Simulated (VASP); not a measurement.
# AlPt (Pm-3m) in VASP: notebook, part 2 of 2

VASP 6.6.1. Earlier steps stand in the parts before.

**3. Relaxation of cell and atoms, PBEsol**

This run uses another cell than the first one, of 14.76 Å³/atom, 1.030 times its volume.

Contents of INCAR:

```
ALGO = Normal ; EDIFF = 1E-6
EDIFFG = -0.005 ; ENCUT = 600
GGA = PS ; IBRION = 2
ISIF = 3 ; ISMEAR = 0
LASPH = T ; LCHARG = F
LREAL = F ; LWAVE = F
NELM = 60 ; NSW = 70
PREC = Accurate ; SIGMA = 0.1
```

Contents of KPOINTS:

```
k-points
0
Gamma
  14 14 14
```

Contents of POSCAR:

```
AlPt
1.0
    3.0903019325      0.0000000000      0.0000000000
    0.0000000000      3.0903019325      0.0000000000
    0.0000000000      0.0000000000      3.0903019325
Al Pt
1 1
Direct
    0.0000000000      0.0000000000      0.0000000000
    0.5000000000      0.5000000000      0.5000000000
```

Potentials or basis: VASP PAW PBE potentials, release 64 (Al, Pt).

Launch:

```bash
$ cat potpaw_PBE.64/Al/POTCAR potpaw_PBE.64/Pt/POTCAR > POTCAR
$ mpirun -np 1 vasp_std > vasp.out
```

OUTCAR:

```text
EDIFF = 1E-6
   EDIFFG = -0.005
   ENCUT = 600
   GGA = PS
   IBRION = 2
   ISIF = 3
   ISMEAR = 0
   LASPH = T
   LREAL = F
   NELM = 60
   NSW = 70
   PREC = Accurate

 ion  position               nearest neighbor table
   1  0.000  0.000  0.000-   2 2.68   2 2.68   2 2.68   2 2.68   2 2.68   2 2.68   2 2.68   2 2.68

   2  0.500  0.500  0.500-   1 2.68   1 2.68   1 2.68   1 2.68   1 2.68   1 2.68   1 2.68   1 2.68

  LATTYP: Found a simple cubic cell.
 ALAT       =     3.0903019325

  Lattice vectors:

 A1 = (   3.0903019325,   0.0000000000,   0.0000000000)
 A2 = (   0.0000000000,   3.0903019325,   0.0000000000)
 A3 = (   0.0000000000,   0.0000000000,   3.0903019325)

Analysis of symmetry for initial positions (statically):
=====================================================================
 Subroutine PRICEL returns:
 Original cell was already a primitive cell.

 Routine SETGRP: Setting up the symmetry group for a
 simple cubic supercell.

 Subroutine GETGRP returns: Found 48 space group operations
 (whereof 48 operations were pure point group operations)
 out of a pool of 48 trial point group operations.

The static configuration has the point symmetry O_h .

Analysis of symmetry for dynamics (positions and initial velocities):
=====================================================================
 Subroutine PRICEL returns:
 Original cell was already a primitive cell.

 Routine SETGRP: Setting up the symmetry group for a
 simple cubic supercell.

 Subroutine GETGRP returns: Found 48 space group operations
 (whereof 48 operations were pure point group operations)
 out of a pool of 48 trial point group operations.

The dynamic configuration has the point symmetry O_h .

 Subroutine INISYM returns: Found 48 space group operations
 (whereof 48 operations are pure point group operations),
 and found     1 'primitive' translations

----------------------------------------------------------------------------------------

                                     Primitive cell

[... 131 lines left out ...]

 number of electron      12.9999998 magnetization

 Free energy of the ion-electron system (eV)
  ---------------------------------------------------
  ext. energy  EPLUGINS =         0.00000000
  ---------------------------------------------------
  free energy    TOTEN  =       -12.91864733 eV

  energy without entropy =      -12.91445389  energy(sigma->0) =      -12.91655061

------------------------ aborting loop because EDIFF is reached ----------------------------------------

  FORCE on cell =-STRESS in cart. coord.  units (eV):
  Direction    XX          YY          ZZ          XY          YZ          ZX
  --------------------------------------------------------------------------------------
  -------------------------------------------------------------------------------------
  Total       -1.0205515     -1.0205515     -1.0205515     -0.0000000     -0.0000000      0.0000000
  in kB      -55.4042093    -55.4042093    -55.4042093     -0.0000000     -0.0000000      0.0000000
  external PRESSURE =     -55.4042093 kB  Pullay stress =       0.0000000 kB
[... 95 lines left out ...]
--------------------------------------- Ionic step        4  -------------------------------------------

 number of electron      13.0000002 magnetization

 Free energy of the ion-electron system (eV)
  ---------------------------------------------------
  ext. energy  EPLUGINS =         0.00000000
  ---------------------------------------------------
  free energy    TOTEN  =       -12.93391382 eV

  energy without entropy =      -12.92957751  energy(sigma->0) =      -12.93174566

 E-fermi :  11.1145     XC(G=0): -12.3526

 val. band max:       11.0770845120   @ k =   0.5000   0.5000   0.2857
 cond. band min:      11.1384077624   @ k =   0.5000   0.3571   0.3571
 fundamental gap:      0.0613232504
 Fermi energy:        11.1145154770

 k-point     1 :       0.0000    0.0000    0.0000
  band No.  band energies     occupation
      1      -0.7354      2.00000
      2       5.2907      2.00000
      3       5.2907      2.00000
      4       8.4109      2.00000
      5       8.4109      2.00000
      6       8.4109      2.00000
      7      15.0208      0.00000
      8      15.0208      0.00000
      9      15.0208      0.00000
     10      20.2701      0.00000
[... 287 lines left out ...]
 k-point    24 :       0.3571    0.2143    0.0000
  band No.  band energies     occupation
      1       2.1596      2.00000
      2       4.9432      2.00000
      3       6.2229      2.00000
      4       7.0294      2.00000
      5       7.2731      2.00000
      6       7.9824      2.00000
      7      10.9403      1.98624
      8      14.6034      0.00000
      9      17.8910      0.00000
     10      19.3813      0.00000

 [... further k-points ...]

------------------------ aborting loop because EDIFF is reached ----------------------------------------

  FORCE on cell =-STRESS in cart. coord.  units (eV):
  Direction    XX          YY          ZZ          XY          YZ          ZX
  --------------------------------------------------------------------------------------
  -------------------------------------------------------------------------------------
  Total        0.0086051      0.0086051      0.0086051      0.0000000     -0.0000000      0.0000000
  in kB        0.4812283      0.4812283      0.4812283      0.0000000     -0.0000000      0.0000000
  external PRESSURE =       0.4812283 kB  Pullay stress =       0.0000000 kB
[... 17 lines left out ...]
  FREE ENERGIE OF THE ION-ELECTRON SYSTEM (eV)
  ---------------------------------------------------
  free  energy   TOTEN  =       -12.9339138166 eV

  energy  without entropy=      -12.9295775083  energy(sigma->0) =      -12.93174566

 reached required accuracy - stopping structural energy minimisation
```

OSZICAR:

```text
N       E                     dE             d eps       ncg     rms          rms(c)
DAV:   1     0.501647627594E+02    0.50165E+02   -0.63013E+03  2456   0.122E+03
DAV:   2    -0.118650978141E+02   -0.62030E+02   -0.58154E+02  2686   0.208E+02
DAV:   3    -0.134831705355E+02   -0.16181E+01   -0.15822E+01  2916   0.319E+01
DAV:   4    -0.134950623709E+02   -0.11892E-01   -0.11878E-01  2692   0.295E+00
[... 24 lines left out ...]
DAV:   7    -0.129339124109E+02    0.21364E-06   -0.16992E-06  1346   0.112E-02
   3 F= -.12933912E+02 E0= -.12931746E+02  d E =-.152651E-01
       N       E                     dE             d eps       ncg     rms          rms(c)
DAV:   1    -0.129339589197E+02   -0.46295E-04   -0.80538E-04  2450   0.307E-01    0.450E-02
DAV:   2    -0.129339146231E+02    0.44297E-04   -0.27924E-04  2438   0.152E-01    0.104E-02
DAV:   3    -0.129339138166E+02    0.80650E-06   -0.43075E-06  2406   0.211E-02
   4 F= -.12933914E+02 E0= -.12931746E+02  d E =-.152665E-01
```

Run time: 33 s. Hardware: 1 thread of Intel Xeon 6975P-C (Granite Rapids), shared host; peak memory 0.21 GiB.

Results:

```
Free energy                            : -12.9339 eV
Relaxed volume                         : 14.32 Å³/atom
Relaxed cell                           : a = 3.060 Å, b = 3.060 Å, c = 3.060 Å, α = 90.00°, β = 90.00°, γ = 90.00°
Space group after relaxing (to 0.05 Å) : Pm-3m (No. 221)
Energy gained by relaxing              : 7.6 meV/atom
Ionic steps                            : 4
Pressure after relaxing                : 0.0 GPa
```

Step by step:
| step | energy change (eV) | largest force (eV/Å) | pressure (GPa) | volume (Å³) |
| --- | --- | --- | --- | --- |
| 1 | 0.0000 | 0.0000 | -5.54 | 29.51 |
| 2 | 0.0234 | 0.0000 | 10.20 | 27.39 |
| 3 | -0.0153 | 0.0000 | -0.07 | 28.67 |
| 4 | -0.0153 | 0.0000 | 0.05 | 28.65 |

Final structure:
```
Al Pt
1.0
     3.05988    0.00000    0.00000
     0.00000    3.05988    0.00000
     0.00000    0.00000    3.05988
Al Pt
1 1
Direct
  0.00000 0.00000 0.00000
  0.50000 0.50000 0.50000
```

Levels at points of the mesh, in eV from the Fermi level:
```csv
k point,band 5,band 6,band 7,band 8,band 9,band 10
"(0.00, 0.00, 0.00)",-2.70,-2.70,3.91,3.91,3.91,9.16
"(0.50, 0.00, 0.00)",-4.19,-2.50,-0.91,6.07,8.64,8.64
"(0.50, 0.50, 0.00)",-3.23,-3.23,-1.42,1.02,3.61,8.60
"(0.50, 0.50, 0.50)",-1.34,0.74,1.73,1.73,1.73,4.97
```

Caveat: the PAW data sets were made with another functional, which shifts forces and pressure a little; spin-orbit coupling is left out, which moves the levels of the heavy elements.
